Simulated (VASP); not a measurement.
# Al2O3 (R-3c) in VASP: a series of runs

Aim: see how the results for Al2O3 move with the level of theory and the settings. Levels: PBE, r2SCAN, HSE06. Tasks: single point.

Everything below comes from runs of VASP 6.6.1. Logs are shortened: lines on timing, memory, paths and dates and some standing lists are left out, and cuts for length are marked.

## Step 1: The cell of the first run

Symmetry: R-3c, No. 167, trigonal system. Conventional cell: a = 4.808 Å, b = 4.808 Å, c = 13.123 Å, α = 90.00°, β = 90.00°, γ = 120.00°. Within 2.5 Å of Al (site symmetry 3) lie 6 O at 1.87 to 1.99 Å. Within 2.9 Å of O (site symmetry 2) lie 4 Al at 1.87 to 1.99 Å and 12 O at 2.55 to 2.89 Å.

## Step 2: Single point, PBE

Contents of INCAR:

```
SYSTEM = Al2O3
PREC = Accurate
ENCUT = 600
EDIFF = 1E-6
ISMEAR = -1
SIGMA = 0.01
LREAL = .FALSE.
LASPH = .TRUE.
NELM = 120
ALGO = Normal
ISIF = 2
LWAVE = .FALSE.
LCHARG = .TRUE.
GGA = PE
LELF = .TRUE.
LVHAR = .TRUE.
NBANDS = 35
GGA_COMPAT = .FALSE.
```

Contents of KPOINTS:

```
regular mesh
0
G
  2 2 2
  0 0 0
```

Contents of POSCAR:

```
Al2O3
1.0
    2.4039417608      1.3879164236      4.3742070950
   -2.4039417606      1.3879164244      4.3742070946
    0.0000000008     -2.7758328448      4.3742070954
Al O
4 6
Direct
    0.6479213249      0.6479213249      0.6479213249
    0.8520786751      0.8520786751      0.8520786751
    0.1479213249      0.1479213249      0.1479213249
    0.3520786751      0.3520786751      0.3520786751
    0.4436562505      0.0563437495      0.7500000000
    0.9436562505      0.2500000000      0.5563437495
    0.0563437495      0.7500000000      0.4436562505
    0.7500000000      0.4436562505      0.0563437495
    0.2500000000      0.5563437495      0.9436562505
    0.5563437495      0.9436562505      0.2500000000
```

Potentials or basis: VASP PAW PBE potentials, release 64 (Al, O).

On the command line:

```
$ cat potpaw_PBE.64/Al/POTCAR potpaw_PBE.64/O/POTCAR > POTCAR
$ mpirun -np 1 vasp_std > vasp.out
```

OUTCAR:

```text
SYSTEM = Al2O3
   PREC = Accurate
   ENCUT = 600
   EDIFF = 1E-6
   ISMEAR = -1
   LREAL = .FALSE.
   LASPH = .TRUE.
   NELM = 120
   ISIF = 2
   GGA = PE

 ion  position               nearest neighbor table
   1  0.648  0.648  0.648-   6 1.87   9 1.87  10 1.87   5 1.99   7 1.99   8 1.99   2 2.68   4 2.82
                             4 2.82   4 2.82   2 3.25   2 3.25   2 3.25
   2  0.852  0.852  0.852-  10 1.87   9 1.87   6 1.87   7 1.99   5 1.99   8 1.99   1 2.68   3 2.82
                             3 2.82   3 2.82   1 3.25   1 3.25   1 3.25
   3  0.148  0.148  0.148-   5 1.87   8 1.87   7 1.87   6 1.99  10 1.99   9 1.99   4 2.68   2 2.82
                             2 2.82   2 2.82   4 3.25   4 3.25   4 3.25
   4  0.352  0.352  0.352-   7 1.87   8 1.87   5 1.87  10 1.99   6 1.99   9 1.99   3 2.68   1 2.82
                             1 2.82   1 2.82   3 3.25   3 3.25   3 3.25
   5  0.444  0.056  0.750-   3 1.87   4 1.87   1 1.99   2 1.99
   6  0.944  0.250  0.556-   1 1.87   2 1.87   3 1.99   4 1.99
   7  0.056  0.750  0.444-   4 1.87   3 1.87   2 1.99   1 1.99
   8  0.750  0.444  0.056-   3 1.87   4 1.87   1 1.99   2 1.99
   9  0.250  0.556  0.944-   2 1.87   1 1.87   4 1.99   3 1.99
  10  0.556  0.944  0.250-   2 1.87   1 1.87   4 1.99   3 1.99

  LATTYP: Found a trigonal (rhomboedric) cell.
 ALAT       =     5.1806308203
 COS(alpha) =     0.5693617618

  Lattice vectors:

 A1 = (   2.4039417608,   1.3879164236,   4.3742070950)
 A2 = (  -2.4039417606,   1.3879164244,   4.3742070946)
 A3 = (   0.0000000008,  -2.7758328448,   4.3742070954)

Analysis of symmetry for initial positions (statically):
=====================================================================
 Subroutine PRICEL returns:
 Original cell was already a primitive cell.

 Routine SETGRP: Setting up the symmetry group for a
 trigonal (rhombohedral) supercell.

 Subroutine GETGRP returns: Found 12 space group operations
 (whereof  6 operations were pure point group operations)
 out of a pool of 12 trial point group operations.

The static configuration has the point symmetry S_6 .
 The point group associated with its full space group is D_3d.

Analysis of symmetry for dynamics (positions and initial velocities):
=====================================================================
 Subroutine PRICEL returns:
 Original cell was already a primitive cell.

 Routine SETGRP: Setting up the symmetry group for a
 trigonal (rhombohedral) supercell.

 Subroutine GETGRP returns: Found 12 space group operations
 (whereof  6 operations were pure point group operations)
 out of a pool of 12 trial point group operations.

The dynamic configuration has the point symmetry S_6 .
 The point group associated with its full space group is D_3d.

 Subroutine INISYM returns: Found 12 space group operations
 (whereof  6 operations are pure point group operations),
 and found     1 'primitive' translations

----------------------------------------------------------------------------------------

                                     Primitive cell

  volume of cell :      87.5665

  direct lattice vectors                    reciprocal lattice vectors
     2.403941761  1.387916424  4.374207095     0.207991728  0.120084080  0.076204287
    -2.403941761  1.387916424  4.374207095    -0.207991728  0.120084080  0.076204287
     0.000000001 -2.775832845  4.374207095    -0.000000000 -0.240168160  0.076204287

  length of vectors
     5.180630820  5.180630820  5.180630820     0.251967931  0.251967931  0.251967931

  position of ions in fractional coordinates (direct lattice)
     0.647921325  0.647921325  0.647921325
     0.852078675  0.852078675  0.852078675
     0.147921325  0.147921325  0.147921325
     0.352078675  0.352078675  0.352078675
     0.443656250  0.056343750  0.750000000
     0.943656250  0.250000000  0.556343750
     0.056343750  0.750000000  0.443656250
     0.750000000  0.443656250  0.056343750
     0.250000000  0.556343750  0.943656250
     0.556343750  0.943656250  0.250000000

  ion indices of the primitive-cell ions
   primitive index   ion index
                 1           1
                 2           2
                 3           3
                 4           4
                 5           5
                 6           6
                 7           7
                 8           8
                 9           9
                10          10

----------------------------------------------------------------------------------------

 KPOINTS: regular mesh

Automatic generation of k-mesh.
 Grid dimensions read from file:
 generate k-points for:    2    2    2

 Generating k-lattice:

  Cartesian coordinates                     Fractional coordinates (reciprocal lattice)
     0.103995864  0.060042040  0.038102144     0.500000000  0.000000000  0.000000000
    -0.103995864  0.060042040  0.038102144    -0.000000000  0.500000000  0.000000000
[... 50 lines left out ...]
   EMIN   =  10.00;   EMAX   =-10.00  energy-range for DOS
   EFERMI =   0.00;   METHOD = LEGACY
   ISMEAR =    -1;   SIGMA  =   0.01  broadening in eV -4-tet -1-fermi 0-gaus
   EFERMI_NEDOS =   21; number of points for ismear=-14 and -15
   IALGO  =     38    algorithm
   IMIX   =      4    mixing-type and parameters
     AMIX     =   0.40;   BMIX     =  1.00
     AMIX_MAG =   1.60;   BMIX_MAG =  1.00
  volume/ion in A,a.u.               =       8.76        59.09
  Fermi-wavevector in a.u.,A,eV,Ry     =   1.339808  2.531870 24.423627  1.795086
  Thomas-Fermi vector in A             =   2.468171
   LORBIT       =      0    0 simple, 1 ext, 2 COOP (PROOUT), +10 PAW based schemes
   GGA     = PE    functional components
   LHFCALC =     F    Hartree Fock is set to
   AEXX    =    0.0000 exact exchange contribution
   IVDW    =     0    specifies the selected vdW correction
   LEPSILON=     F    determine dielectric tensor
   LRPA    =     F    only Hartree local field effects (RPA)
 non-spin polarized calculation
  energy-cutoff  :      600.00
  volume of cell :       87.57
 maximum number of plane-waves:      2964
 NGX is ok and might be reduce to    42
   NGX = 21   NGY = 21   NGZ = 21

 number of electron      48.0000000 magnetization

 Free energy of the ion-electron system (eV)
  ---------------------------------------------------
  ext. energy  EPLUGINS =         0.00000000
  ---------------------------------------------------
  free energy    TOTEN  =       -74.77516334 eV

  energy without entropy =      -74.77516334  energy(sigma->0) =      -74.77516334

 E-fermi :   6.0769     XC(G=0): -11.5378

 val. band max:        5.8107975367   @ k =   0.0000   0.0000   0.0000
 cond. band min:      11.6607606664   @ k =   0.0000   0.0000   0.0000
 fundamental gap:      5.8499631297
 Fermi energy:         6.0768632739

 k-point     1 :       0.0000    0.0000    0.0000
  band No.  band energies     occupation
      1     -13.2075      2.00000
      2     -10.9847      2.00000
      3     -10.7217      2.00000
      4     -10.7217      2.00000
      5     -10.4160      2.00000
      6     -10.4160      2.00000
[... 27 lines left out ...]
     34      18.9390      0.00000
     35      20.1877      0.00000

 k-point     2 :       0.5000   -0.0000    0.0000
  band No.  band energies     occupation
      1     -12.1064      2.00000
      2     -12.1064      2.00000
      3     -10.7329      2.00000
      4     -10.7329      2.00000
      5     -10.6103      2.00000
      6     -10.6103      2.00000
[... 27 lines left out ...]
     34      18.4385      0.00000
     35      18.8273      0.00000

 k-point     3 :       0.5000    0.5000    0.0000
  band No.  band energies     occupation
      1     -12.0913      2.00000
      2     -11.4533      2.00000
      3     -11.2475      2.00000
      4     -11.0710      2.00000
      5     -10.8378      2.00000
      6     -10.3720      2.00000
[... 27 lines left out ...]
     34      18.6638      0.00000
     35      18.9933      0.00000

 k-point     4 :       0.5000    0.5000    0.5000
  band No.  band energies     occupation
      1     -12.2513      2.00000
      2     -12.2513      2.00000
      3     -10.5867      2.00000
      4     -10.5867      2.00000
      5     -10.5867      2.00000
      6     -10.5867      2.00000
[... 27 lines left out ...]
     34      18.2899      0.00000
     35      20.0088      0.00000

------------------------ aborting loop because EDIFF is reached ----------------------------------------

  FORCE on cell =-STRESS in cart. coord.  units (eV):
  Direction    XX          YY          ZZ          XY          YZ          ZX
  --------------------------------------------------------------------------------------
  -------------------------------------------------------------------------------------
  Total       -0.2179529     -0.2179529     -0.3930026      0.0000000     -0.0000000     -0.0000000
  in kB       -3.9878183     -3.9878183     -7.1906503      0.0000000     -0.0000000     -0.0000000
  external PRESSURE =      -5.0554290 kB  Pullay stress =       0.0000000 kB

 VOLUME and BASIS-vectors are now :
 -----------------------------------------------------------------------------
  energy-cutoff  :      600.00
  volume of cell :       87.57
      direct lattice vectors                 reciprocal lattice vectors
     2.403941761  1.387916424  4.374207095     0.207991728  0.120084080  0.076204287
    -2.403941761  1.387916424  4.374207095    -0.207991728  0.120084080  0.076204287
     0.000000001 -2.775832845  4.374207095    -0.000000000 -0.240168160  0.076204287

 POSITION                                       TOTAL-FORCE (eV/Angst)
 -----------------------------------------------------------------------------------
      0.00000      0.00000      8.50243        -0.000000     -0.000000     -0.025766
      0.00000      0.00000     11.18151         0.000000      0.000000      0.025766
      0.00000      0.00000      1.94112        -0.000000     -0.000000     -0.025766
      0.00000      0.00000      4.62020         0.000000      0.000000      0.025766
      0.93108     -1.38792      5.46776        -0.015089      0.000000     -0.000000
      1.66751      0.11238      7.65486        -0.007544     -0.013067      0.000000
     -1.66751     -0.11238      5.46776         0.007544      0.013067     -0.000000
      0.73643      1.50029      5.46776         0.007544     -0.013067      0.000000
     -0.73643     -1.50029      7.65486        -0.007544      0.013067     -0.000000
     -0.93108      1.38792      7.65486         0.015089     -0.000000      0.000000
 -----------------------------------------------------------------------------------
    total drift:                                0.000000      0.000000     -0.000000

  FREE ENERGIE OF THE ION-ELECTRON SYSTEM (eV)
  ---------------------------------------------------
  free  energy   TOTEN  =       -74.7751633380 eV

  energy  without entropy=      -74.7751633380  energy(sigma->0) =      -74.77516334
```

Wall time 29 s (1 thread of Intel Xeon 8259CL, shared host); peak memory 0.24 GiB.

Results:

```
Free energy            : -74.7752 eV
Pressure               : -0.5 GPa
Largest force          : 0.026 eV/Å
Band gap on the k mesh : 5.85 eV
```

Forces on the atoms (eV/Å):
```
Al   0.000  0.000 -0.026
Al   0.000  0.000  0.026
Al   0.000  0.000 -0.026
Al   0.000  0.000  0.026
O   -0.015  0.000  0.000
O   -0.008 -0.013  0.000
O    0.008  0.013  0.000
O    0.008 -0.013  0.000
O   -0.008  0.013  0.000
O    0.015  0.000  0.000
```

Levels at points of the mesh, in eV from the valence-band top:
```tsv
k point	band 22	band 23	band 24	band 25	band 26	band 27
(0.00, 0.00, 0.00)	-0.03	-0.03	0.00	5.85	8.90	10.36
(0.50, 0.00, 0.00)	-0.86	-0.25	-0.25	9.14	9.14	9.35
(0.50, 0.50, 0.00)	-0.88	-0.70	-0.23	9.35	9.49	9.62
(0.50, 0.50, 0.50)	-0.35	-0.35	-0.35	8.35	8.35	10.84
```

Caveat: the k points lie up to 0.79 Å⁻¹ apart.

## Step 3: Single point, r2SCAN

POSCAR is that of step 2.

Contents of INCAR.step1:

```
SYSTEM = Al2O3
  ALGO = Normal
  EDIFF = 1E-5
  ENCUT = 660
  GGA = PE
  GGA_COMPAT = .FALSE.
  ISMEAR = -1
  LASPH = .TRUE.
  LCHARG = .FALSE.
  LREAL = .FALSE.
  LWAVE = .TRUE.
  NBANDS = 35
  NELM = 120
  PREC = Accurate
  SIGMA = 0.01
```

Contents of INCAR.step2:

```
SYSTEM = Al2O3
  ALGO = Normal
  EDIFF = 1E-6
  ENCUT = 660
  GGA_COMPAT = .FALSE.
  ISIF = 2
  ISMEAR = -1
  ISTART = 1
  LASPH = .TRUE.
  LCHARG = .FALSE.
  LMIXTAU = .TRUE.
  LREAL = .FALSE.
  LWAVE = .FALSE.
  METAGGA = R2SCAN
  NBANDS = 35
  NELM = 120
  PREC = Accurate
  SIGMA = 0.01
```

Contents of KPOINTS:

```
k-points
0
G
  2 2 2
  0 0 0
```

Potentials or basis: VASP PAW PBE potentials, release 64 (Al, O).

On the command line:

```
$ cat potpaw_PBE.64/Al/POTCAR potpaw_PBE.64/O/POTCAR > POTCAR
$ cp INCAR.step1 INCAR
$ mpirun -np 1 vasp_std > vasp.out
$ cp INCAR.step2 INCAR
$ mpirun -np 1 vasp_std > vasp.out
```

It took 3.5 min on 1 thread of Intel Xeon 8259CL, shared host; peak memory 0.34 GiB.

The run converged. Its results:

```yaml
Free_energy: -96.1946 eV
Pressure: -8.3 GPa
Largest_force: 0.025 eV/Å
Band_gap_on_the_k_mesh: 6.76 eV
```

Forces in eV/Å, atoms in the order of the input:
```
Al   0.000  0.000  0.025
Al   0.000  0.000 -0.025
Al   0.000  0.000  0.025
Al   0.000  0.000 -0.025
O    0.023  0.000  0.000
O    0.012  0.020  0.000
O   -0.012 -0.020  0.000
O   -0.012  0.020  0.000
O    0.012 -0.020  0.000
O   -0.023  0.000  0.000
```

Stress tensor (GPa, compression positive):
```
-8.37  0.00  0.00
 0.00 -8.37  0.00
 0.00  0.00 -8.14
```

Levels at points of the mesh, in eV from the valence-band top:
```csv
k point,band 20,band 21,band 22,band 23,band 24,band 25,band 26,band 27,band 28,band 29
"(0.00, 0.00, 0.00)",-0.49,-0.49,-0.05,-0.05,0.00,6.76,9.87,11.53,12.31,12.31
"(0.50, 0.00, 0.00)",-1.32,-0.89,-0.89,-0.27,-0.27,10.10,10.10,10.37,10.37,12.58
"(0.50, 0.50, 0.00)",-1.28,-1.01,-0.89,-0.74,-0.25,10.39,10.42,10.57,11.14,11.93
"(0.50, 0.50, 0.50)",-1.97,-0.38,-0.38,-0.38,-0.38,9.29,9.29,11.89,11.89,13.25
```

Caveat: the k points lie up to 0.79 Å⁻¹ apart; the PAW data sets were made with another functional, which shifts forces and pressure a little.

## Step 4: Single point, PBE

Contents of INCAR:

```
PREC     = Accurate       # precision mode
ENCUT    = 600            # plane-wave cutoff, eV
EDIFF    = 1E-6           # SCF threshold, eV
ISMEAR   = -1             # smearing method
SIGMA    = 0.01           # smearing width, eV
LREAL    = F              # projectors in reciprocal space
LASPH    = T              # aspherical terms in the spheres
NELM     = 120            # most SCF steps
ALGO     = Normal         # electronic algorithm
ISIF     = 2              # what is computed and relaxed
LWAVE    = F              # write WAVECAR
LCHARG   = F              # write CHGCAR
GGA      = PE             # functional
NBANDS   = 35             # bands
GGA_COMPAT= F
```

Contents of KPOINTS:

```
Automatic mesh
0
Gamma
  4 4 4
  0.5 0.5 0.5
```

POSCAR is that of step 3.

On the command line:

```
$ cat potpaw_PBE.64/Al/POTCAR potpaw_PBE.64/O/POTCAR > POTCAR
$ mpirun -np 1 vasp_std > vasp.out
```

Run time: 88 s. Hardware: 1 thread of Intel Xeon 8259CL, shared host; peak memory 0.25 GiB.

It converged, with:

```
Free energy            : -74.8321 eV
Pressure               : -0.4 GPa
Largest force          : 0.017 eV/Å
Band gap on the k mesh : 6.19 eV
```

Forces on the atoms (eV/Å):
```
Al   0.000  0.000 -0.014
Al   0.000  0.000  0.014
Al   0.000  0.000 -0.014
Al   0.000  0.000  0.014
O    0.017  0.000  0.000
O    0.009  0.015  0.000
O   -0.009 -0.015  0.000
O   -0.009  0.015  0.000
O    0.009 -0.015  0.000
O   -0.017  0.000  0.000
```

Levels at points of the mesh, in eV from the valence-band top:
```csv
k point,band 20,band 21,band 22,band 23,band 24,band 25,band 26,band 27,band 28,band 29
"(0.12, 0.12, 0.12)",-0.41,-0.41,-0.29,0.00,0.00,6.19,8.97,10.36,11.38,11.38
```

Caveat: a shifted mesh leaves out Γ, where band edges can lie.

## Step 5: Single point, HSE06

POSCAR is that of step 4.

Contents of INCAR.step1:

```
PREC     = Accurate       # precision mode
ENCUT    = 520            # plane-wave cutoff, eV
EDIFF    = 1E-5           # SCF threshold, eV
ISMEAR   = -1             # smearing method
SIGMA    = 0.01           # smearing width, eV
LREAL    = False          # projectors in reciprocal space
LASPH    = True           # aspherical terms in the spheres
NELM     = 120            # most SCF steps
ALGO     = Normal         # electronic algorithm
ISIF     = 2              # what is computed and relaxed
LWAVE    = True           # write WAVECAR
NBANDS   = 35             # bands
GGA      = PE             # functional
GGA_COMPAT= False
```

Contents of INCAR.step2:

```
PREC     = Accurate       # precision mode
ENCUT    = 520            # plane-wave cutoff, eV
EDIFF    = 1E-6           # SCF threshold, eV
ISMEAR   = -1             # smearing method
SIGMA    = 0.01           # smearing width, eV
LREAL    = False          # projectors in reciprocal space
LASPH    = True           # aspherical terms in the spheres
NELM     = 120            # most SCF steps
ALGO     = Normal         # electronic algorithm
ISIF     = 2              # what is computed and relaxed
LWAVE    = False          # write WAVECAR
LCHARG   = True           # write CHGCAR
GGA      = PE             # functional
LHFCALC  = True           # exact exchange
HFSCREEN = 0.2079         # screening, 1/A
PRECFOCK = Fast         
LELF     = True           # ELF
LVHAR    = True         
NBANDS   = 35             # bands
ISTART   = 1            
GGA_COMPAT= False
```

Contents of KPOINTS:

```
Automatic mesh
0
Gamma
  2 2 2
```

On the command line:

```
$ cat potpaw_PBE.64/Al/POTCAR potpaw_PBE.64/O/POTCAR > POTCAR
$ cp INCAR.step1 INCAR
$ mpirun -np 1 vasp_std > vasp.out
$ cp INCAR.step2 INCAR
$ mpirun -np 1 vasp_std > vasp.out
```

Wall time 7 min (1 thread of Intel Xeon 8259CL, shared host); peak memory 0.34 GiB.

It converged, with:

```yaml
Free_energy: -90.1990 eV
Pressure: -8.4 GPa
Largest_force: 0.025 eV/Å
Band_gap_on_the_k_mesh: 7.70 eV
```

Forces on the atoms (eV/Å):
```
Al   0.000  0.000  0.006
Al   0.000  0.000 -0.006
Al   0.000  0.000  0.006
Al   0.000  0.000 -0.006
O    0.025  0.000  0.000
O    0.012  0.021  0.000
O   -0.012 -0.021  0.000
O   -0.012  0.021  0.000
O    0.012 -0.021  0.000
O   -0.025  0.000  0.000
```

Stress tensor (GPa, compression positive):
```
-8.54  0.00  0.00
 0.00 -8.54  0.00
 0.00  0.00 -8.16
```

Levels at points of the mesh, in eV from the valence-band top:
```tsv
k point	band 22	band 23	band 24	band 25	band 26	band 27
(0.00, 0.00, 0.00)	-0.05	-0.05	0.00	7.70	10.80	12.42
(0.50, 0.00, 0.00)	-0.97	-0.30	-0.30	11.14	11.14	11.30
(0.50, 0.50, 0.00)	-0.94	-0.75	-0.29	11.38	11.39	11.63
(0.50, 0.50, 0.50)	-0.40	-0.40	-0.40	10.30	10.30	12.80
```

Caveat: the k points lie up to 0.79 Å⁻¹ apart; the PAW data sets were made with another functional, which shifts forces and pressure a little.

## Step 6: Summary

| level | k mesh | cutoff (eV) | grid for exact exchange (PRECFOCK) | share of exact exchange | screening parameter | gap on the mesh (eV) | pressure (GPa) | largest force (eV/Å) |
| --- | --- | --- | --- | --- | --- | --- | --- | --- |
| PBE | 2 × 2 × 2 | 600 | - | - | - | 5.85 | -0.5 | 0.03 |
| r2SCAN | 2 × 2 × 2 | 660 | - | - | - | 6.76 | -8.3 | 0.02 |
| PBE | 4 × 4 × 4, shifted | 600 | - | - | - | 6.19 | -0.4 | 0.02 |
| HSE06 | 2 × 2 × 2 | 520 | Fast | 0.25 | 0.2079 1/Å | 7.70 | -8.4 | 0.02 |

Alike in all rows: task single point; potentials or basis VASP PAW PBE potentials, release 64 (Al, O); no spin polarisation; cell as given; smearing fermi-dirac 0.01 eV.

Caveats: some runs use coarse meshes; the PAW data sets were made with another functional, which shifts forces and pressure a little (at least some runs); a shifted mesh leaves out Γ, where band edges can lie (at least some runs).

Total energies depend on the potentials used, so only differences within one code and one set of settings carry meaning.
